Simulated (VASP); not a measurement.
## TaSi5B2: single point with PBE

The system is TaSi5B2.

```
Ta Si B
1.0
     0.00000    4.87426    4.87426
     4.87426    0.00000    4.87426
     4.87426    4.87426    0.00000
Ta Si B
1 5 2
Direct
  0.00000 0.00000 0.00000
  0.86170 0.86170 0.86170
  0.86170 0.86170 0.41489
  0.86170 0.41489 0.86170
  0.41489 0.86170 0.86170
  0.25000 0.25000 0.25000
  0.75000 0.75000 0.75000
  0.50000 0.50000 0.50000
```

The cell was built from a structure type or drawn by symmetry, and may not be a known phase.

```
Program             : VASP 6.6.1
Task                : single point
Functional          : PBE
Potentials or basis : VASP PAW PBE potentials, release 64 (Ta_pv, Si, B)
Cutoff              : 500 eV
k mesh              : 4 × 4 × 4
Occupations         : gaussian, width 0.2 eV
Spin                : no spin polarisation
```

The pressure is 0.1 GPa, the largest force is 0.055 eV/Å and the band gap on the k mesh is zero (an odd number of electrons rules out a gap without spin polarisation).

Forces in eV/Å, atoms in the order of the input:
```
Ta   0.000  0.000  0.000
Si  -0.032 -0.032 -0.032
Si   0.032  0.032 -0.032
Si   0.032 -0.032  0.032
Si  -0.032  0.032  0.032
Si   0.000  0.000  0.000
B    0.000  0.000  0.000
B    0.000  0.000  0.000
```

Levels at points of the mesh, in eV from the Fermi level:
```csv
k point,band 15,band 16,band 17,band 18,band 19,band 20,band 21,band 22
"(0.00, 0.00, 0.00)",-1.84,-1.27,-1.27,-1.27,-0.21,-0.21,-0.21,1.47
"(0.50, 0.00, 0.00)",-2.01,-0.94,-0.94,-0.56,0.09,0.42,0.42,0.66
"(0.50, 0.50, 0.00)",-1.32,-1.28,-1.28,-1.08,-0.13,0.50,0.50,0.55
```

Wall time 2.4 min on 1 thread of Intel Xeon 8259CL, on a shared host, peak memory 0.36 GiB.

Caveat: spin-orbit coupling is left out, which moves the levels of the heavy elements.
